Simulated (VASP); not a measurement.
Write the native input for VASP 6.6.1 that does the following.

| Item | Value |
| --- | --- |
| Task | single point |
| Functional | LDA |
| Potentials or basis | VASP PAW LDA potentials, release 64 (Si, N) |
| Cutoff | 520 eV |
| k mesh | 2 × 2 × 2 |
| Occupations | fermi-dirac, width 0.02 eV |
| Spin | collinear spin, ferromagnetic start |
| Starting moments | [0.0, 0.0, 0.0, 0.0, 0.0, 0.0, 0.0, 0.0, 0.0, 0.0, 0.0, 0.0, 0.0, 0.0, 0.0, 0.0, 1.0] μB |
| Dipole correction | no |
| Further INCAR settings | LREAL = Auto; ALGO = Normal; EDIFF = 1e-07; NBANDS = 52 |

The structure of Si16N (a cell with a defect) lies in POSCAR:

```
Si16N
1.0
    0.0000000000      5.4300000000      5.4300000000
    5.4300000000      0.0000000000      5.4300000000
    5.4300000000      5.4300000000      0.0000000000
Si N
16 1
Direct
    0.0113720074     -0.0214088398      0.0456077348
    0.1170073665      0.1216298343      0.2090331492
    0.0251749540     -0.0707918969      0.5698710866
    0.1741436464      0.0976795580      0.6632780847
   -0.0036003683      0.4655893186     -0.0583885820
    0.0556629834      0.4776335175      0.1915193370
   -0.0397053407      0.4554880295      0.5442357274
    0.1653406998      0.6141068140      0.5075690608
    0.4939779006     -0.0217127072      0.0781399632
    0.6717587477      0.1606353591      0.0780386740
    0.5200184162      0.0935911602      0.4577163904
    0.6267219153      0.1464456722      0.6452854512
    0.4634806630      0.6578268877     -0.0639594843
    0.6604880295      0.6577624309      0.0683885820
    0.5303222836      0.5654419890      0.4449079190
    0.6477624309      0.7014272560      0.5682228361
    0.1800092081      0.7228268877      1.0124217311
```

One way to write it, as run:

INCAR

```
SYSTEM = Si16N
PREC = Accurate ; ENCUT = 520
EDIFF = 1E-7 ; ISMEAR = -1
SIGMA = 0.02 ; LREAL = Auto
LASPH = .True. ; NELM = 150
ALGO = Normal ; ISIF = 2
LWAVE = .False. ; LCHARG = .True.
ISPIN = 2 ; MAGMOM = 0 0 0 0 0 0 0 0 0 0 0 0 0 0 0 0 1
LORBIT = 11 ; LELF = .True.
LVHAR = .True. ; NBANDS = 52
```

KPOINTS

```
Automatic mesh
0
Gamma
  2 2 2
  0 0 0
```

Potentials or basis: VASP PAW LDA potentials, release 64 (Si, N).

The run is started by

```sh
$ cat potpaw_LDA.64/Si/POTCAR potpaw_LDA.64/N/POTCAR > POTCAR
$ mpirun -np 1 vasp_std > vasp.out
```

It gave:

```json
{
 "Pressure": "-1.8 GPa",
 "Largest force": "3.140 eV/Å",
 "Net moment": "0.00 μB per cell",
 "Valence electrons inside the program's atomic spheres": "Si 1.64, 1.66, 1.65, 1.69, 1.61, 1.73, 1.68, 1.63, 1.79, 1.71 (each value once); N 3.68"
}
```

Caveat: the k points lie up to 0.50 Å⁻¹ apart; the atoms stand as in a frame of molecular dynamics.

Wall time 9.6 min on 1 thread of Oxide Virtual Turin-like Processor, on a shared host, peak memory 0.45 GiB.
